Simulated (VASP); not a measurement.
# Ge4F in VASP: a series of runs

The runs below take Ge4F through single point, with PBE+D3(BJ).

All numbers are computed with VASP 6.6.1; they aren't measurements. Logs are shortened: lines on timing, memory, paths and dates and some standing lists are left out, and cuts for length are marked.

### 1 The cell of the first run

The cell holds a slab with vacuum, 5 atoms: a = 4.030 Å, b = 4.030 Å, c = 21.642 Å, α = 90.00°, β = 90.00°, γ = 90.00°.

### 2 Single point, PBE+D3(BJ)

File INCAR:

```
SYSTEM = Ge4F
PREC = Accurate ; ENCUT = 520
EDIFF = 1E-6 ; ISMEAR = 0
SIGMA = 0.1 ; LREAL = .FALSE.
LASPH = .TRUE. ; NELM = 100
ALGO = Normal ; ISIF = 2
LWAVE = .FALSE. ; LCHARG = .FALSE.
LDIPOL = .TRUE. ; IDIPOL = 3
DIPOL = 0.5 0.5 0.336 ; GGA = PE
IVDW = 12 ; NBANDS = 40
```

File KPOINTS:

```
Automatic mesh
0
G
  7 7 1
  0 0 0
```

File POSCAR:

```
Ge4F
1.0
    4.0303587907      0.0000000000      0.0000000000
    0.0000000000      4.0303587907      0.0000000000
    0.0000000000      0.0000000000     21.6416627718
Ge F
4 1
Direct
    0.0000000000      0.5000000000      0.1848286817
    0.0000000000      0.0000000000      0.2506714513
    0.5000000000      0.0000000000      0.3196569899
    0.5000000000      0.5000000000      0.3854446333
    0.5000000000      0.7500000000      0.5379282957
```

Potentials or basis: VASP PAW PBE potentials, release 64 (Ge_d, F).

Started as:

```sh
cat potpaw_PBE.64/Ge_d/POTCAR potpaw_PBE.64/F/POTCAR > POTCAR
mpirun -np 1 vasp_std > vasp.out
```

OUTCAR:

```text
SYSTEM = Ge4F
   PREC = Accurate
   ENCUT = 520
   EDIFF = 1E-6
   ISMEAR = 0
   LREAL = .FALSE.
   LASPH = .TRUE.
   NELM = 100
   ISIF = 2
   GGA = PE
   IVDW = 12
 IVDW          = 12

 ion  position               nearest neighbor table
   1  0.000  0.500  0.185-   2 2.47   2 2.47
   2  0.000  0.000  0.251-   1 2.47   1 2.47   3 2.51   3 2.51
   3  0.500  0.000  0.320-   4 2.47   4 2.47   2 2.51   2 2.51
   4  0.500  0.500  0.385-   3 2.47   3 2.47
   5  0.500  0.750  0.538-

  LATTYP: Found a simple tetragonal cell.
 ALAT       =     4.0303587907
 C/A-ratio  =     5.3696615849

  Lattice vectors:

 A1 = (   4.0303587907,   0.0000000000,   0.0000000000)
 A2 = (   0.0000000000,   4.0303587907,   0.0000000000)
 A3 = (   0.0000000000,   0.0000000000,  21.6416627718)

Analysis of symmetry for initial positions (statically):
=====================================================================
 Subroutine PRICEL returns:
 Original cell was already a primitive cell.

 Routine SETGRP: Setting up the symmetry group for a
 simple tetragonal supercell.

 Subroutine GETGRP returns: Found  2 space group operations
 (whereof  2 operations were pure point group operations)
 out of a pool of 16 trial point group operations.

The static configuration has the point symmetry C_1h.

Analysis of symmetry for dynamics (positions and initial velocities):
=====================================================================
 Subroutine PRICEL returns:
 Original cell was already a primitive cell.

 Routine SETGRP: Setting up the symmetry group for a
 simple tetragonal supercell.

 Subroutine GETGRP returns: Found  2 space group operations
 (whereof  2 operations were pure point group operations)
 out of a pool of 16 trial point group operations.

The dynamic configuration has the point symmetry C_1h.

 Subroutine INISYM returns: Found  2 space group operations
 (whereof  2 operations are pure point group operations),
 and found     1 'primitive' translations

----------------------------------------------------------------------------------------

                                     Primitive cell

  volume of cell :     351.5427

  direct lattice vectors                    reciprocal lattice vectors
     4.030358791  0.000000000  0.000000000     0.248116868  0.000000000  0.000000000
     0.000000000  4.030358791  0.000000000     0.000000000  0.248116868  0.000000000
[... 88 lines left out ...]
   ISIF   =      2    stress and relaxation
   ISYM   =      2    0-nonsym 1-usesym 2-fastsym
   POTIM  = 0.5000    time-step for ionic-motion
   TEBEG  =    0.0;   TEEND  =   0.0 temperature during run
   PSTRESS=    0.0 pullay stress
   NELECT =      63.0000    total number of electrons
   NUPDOWN=      -1.0000    fix difference up-down
   EMIN   =  10.00;   EMAX   =-10.00  energy-range for DOS
   EFERMI =   0.00;   METHOD = LEGACY
   ISMEAR =     0;   SIGMA  =   0.10  broadening in eV -4-tet -1-fermi 0-gaus
   EFERMI_NEDOS =   21; number of points for ismear=-14 and -15
   IALGO  =     38    algorithm
   IMIX   =      4    mixing-type and parameters
     AMIX     =   0.40;   BMIX     =  1.00
     AMIX_MAG =   1.60;   BMIX_MAG =  1.00
  volume/ion in A,a.u.               =      70.31       474.47
  Fermi-wavevector in a.u.,A,eV,Ry     =   0.922987  1.744193 11.590876  0.851905
  Thomas-Fermi vector in A             =   2.048574
   LORBIT       =      0    0 simple, 1 ext, 2 COOP (PROOUT), +10 PAW based schemes
   GGA     = PE    functional components
   LHFCALC =     F    Hartree Fock is set to
   AEXX    =    0.0000 exact exchange contribution
   IVDW    =    12    specifies the selected vdW correction
   LEPSILON=     F    determine dielectric tensor
   LRPA    =     F    only Hartree local field effects (RPA)
 non-spin polarized calculation
 Gauss-broadening in eV      SIGMA  =   0.10
  energy-cutoff  :      520.00
  volume of cell :      351.54
 maximum number of plane-waves:      9517
 NGX is ok and might be reduce to    30
   NGX = 15   NGY = 15   NGZ = 81

 number of electron      62.9999894 magnetization

 dipolmoment           0.000000      0.000000      0.502978 electrons x Angstroem

 Free energy of the ion-electron system (eV)
  ---------------------------------------------------
  ext. energy  EPLUGINS =         0.00000000
  ---------------------------------------------------
  free energy    TOTEN  =       -16.55828269 eV

  energy without entropy =      -16.48897093  energy(sigma->0) =      -16.52362681

 E-fermi :  -4.2234     XC(G=0):  -3.9011

 val. band max:       -4.2371571590   @ k =   0.4286   0.4286   0.0000
 cond. band min:      -4.1951601302   @ k =  -0.1429   0.2857   0.0000
 fundamental gap:      0.0419970288
 Fermi energy:        -4.2233755197

 k-point     1 :       0.0000    0.0000    0.0000
  band No.  band energies     occupation
      1     -28.8274      2.00000
      2     -28.7990      2.00000
      3     -28.7445      2.00000
      4     -28.7442      2.00000
      5     -28.6863      2.00000
      6     -28.5473      2.00000
[... 677 lines left out ...]
     39       2.1519      0.00000
     40       2.7489      0.00000

------------------------ aborting loop because EDIFF is reached ----------------------------------------

 vacuum level on the upper side and lower side of the slab       (xc-potential included)         2.725        -2.740

 Edisp (eV)   -0.88106

 E8    (eV) :    -0.4077

  FORCE on cell =-STRESS in cart. coord.  units (eV):
  Direction    XX          YY          ZZ          XY          YZ          ZX
  --------------------------------------------------------------------------------------
  -------------------------------------------------------------------------------------
  Total      -2.15942     0.40361    -2.58795     0.00000    -0.48563     0.00000
  in kB      -9.84168     1.83947   -11.79473     0.00000    -2.21328     0.00000
  external pressure =       -6.60 kB  Pullay stress =        0.00 kB

 VOLUME and BASIS-vectors are now :
 -----------------------------------------------------------------------------
  energy-cutoff  :      520.00
  volume of cell :      351.54
      direct lattice vectors                 reciprocal lattice vectors
     4.030358791  0.000000000  0.000000000     0.248116868  0.000000000  0.000000000
     0.000000000  4.030358791  0.000000000     0.000000000  0.248116868  0.000000000
     0.000000000  0.000000000 21.641662772     0.000000000  0.000000000  0.046207170

 POSITION                                       TOTAL-FORCE (eV/Angst)
 -----------------------------------------------------------------------------------
      0.00000      2.01518      4.00000         0.000000      0.017888     -0.094309
      0.00000      0.00000      5.42495         0.000000      0.014740      0.107989
      2.01518      0.00000      6.91791         0.000000     -0.054353      0.067151
      2.01518      2.01518      8.34166         0.000000      0.155991      0.697491
      2.01518      3.02277     11.64166         0.000000     -0.134266     -0.778323
 -----------------------------------------------------------------------------------
    total drift:                                0.000000      0.000001     -0.001946

  FREE ENERGIE OF THE ION-ELECTRON SYSTEM (eV)
  ---------------------------------------------------
  free  energy   TOTEN  =       -17.4393399224 eV

  energy  without entropy=      -17.3700281621  energy(sigma->0) =      -17.40468404

 vacuum level on the upper side and lower side of the slab         6.247         0.644
```

Run time: 4.1 min. Hardware: 1 thread of Intel Xeon 6975P-C (Granite Rapids), shared host; peak memory 0.46 GiB.

Results:

- Free energy: -17.4393 eV
- Largest force: 0.790 eV/Å
- Dispersion energy per atom: -0.176 eV

Forces in eV/Å, atoms in the order of the input:
```
Ge   0.000  0.018 -0.094
Ge   0.000  0.015  0.108
Ge   0.000 -0.054  0.067
Ge   0.000  0.156  0.697
F    0.000 -0.134 -0.778
```

Levels at points of the mesh, in eV from the Fermi level:
```tsv
k point	band 29	band 30	band 31	band 32	band 33	band 34
(0.00, 0.00, 0.00)	-0.31	-0.05	-0.04	0.82	1.29	1.91
```

Caveat: an odd number of electrons without spin polarisation forces a metal; a magnetic or distorted state may lie lower.

### 3 Single point, PBE+D3(BJ)

File INCAR:

```
SYSTEM = Ge4F
PREC     = Accurate       ! precision mode
ENCUT    = 520            ! plane-wave cutoff, eV
EDIFF    = 1E-6           ! SCF threshold, eV
ISMEAR   = 0              ! smearing method
SIGMA    = 0.1            ! smearing width, eV
LREAL    = .False.        ! projectors in reciprocal space
LASPH    = .True.         ! aspherical terms in the spheres
NELM     = 100            ! most SCF steps
ALGO     = Normal         ! electronic algorithm
ISIF     = 2              ! what is computed and relaxed
LWAVE    = .False.        ! write WAVECAR
LCHARG   = .True.         ! write CHGCAR
LDIPOL   = .True.       
IDIPOL   = 3            
DIPOL    = 0.5 0.5 0.336
GGA      = PE             ! functional
IVDW     = 12             ! dispersion correction
LELF     = .True.         ! ELF
LVHAR    = .True.       
LVACPOTAV= .True.       
NBANDS   = 40             ! bands
```

File KPOINTS:

```
Automatic mesh
0
Gamma
  7 7 1
  0 0 0
```

Changes to POSCAR since step 2:

```diff
@@ -12,2 +12,2 @@
     0.5000000000      0.5000000000      0.3854446333
-    0.5000000000      0.7500000000      0.5379282957
+    0.7500000000      0.5000000000      0.5379282957
```

Potentials or basis: VASP PAW PBE potentials, release 64 (Ge_d, F).

Started as:

```sh
cat potpaw_PBE.64/Ge_d/POTCAR potpaw_PBE.64/F/POTCAR > POTCAR
mpirun -np 1 vasp_std > vasp.out
```

It took 3.6 min on 1 thread of Intel Xeon 6975P-C (Granite Rapids), shared host; peak memory 0.47 GiB.

The run converged. Its results:

- Free energy: -17.4608 eV
- Largest force: 0.826 eV/Å
- Dispersion energy per atom: -0.176 eV

Forces in eV/Å, atoms in the order of the input:
```
Ge   0.003  0.000 -0.095
Ge   0.008  0.000  0.111
Ge   0.062  0.000  0.048
Ge   0.027  0.000  0.756
F   -0.100  0.000 -0.819
```

Levels at points of the mesh, in eV from the Fermi level:
```csv
k point,band 29,band 30,band 31,band 32,band 33,band 34
"(0.00, 0.00, 0.00)",-0.37,-0.05,-0.04,0.81,1.28,1.90
```

Caveat: an odd number of electrons without spin polarisation forces a metal; a magnetic or distorted state may lie lower.
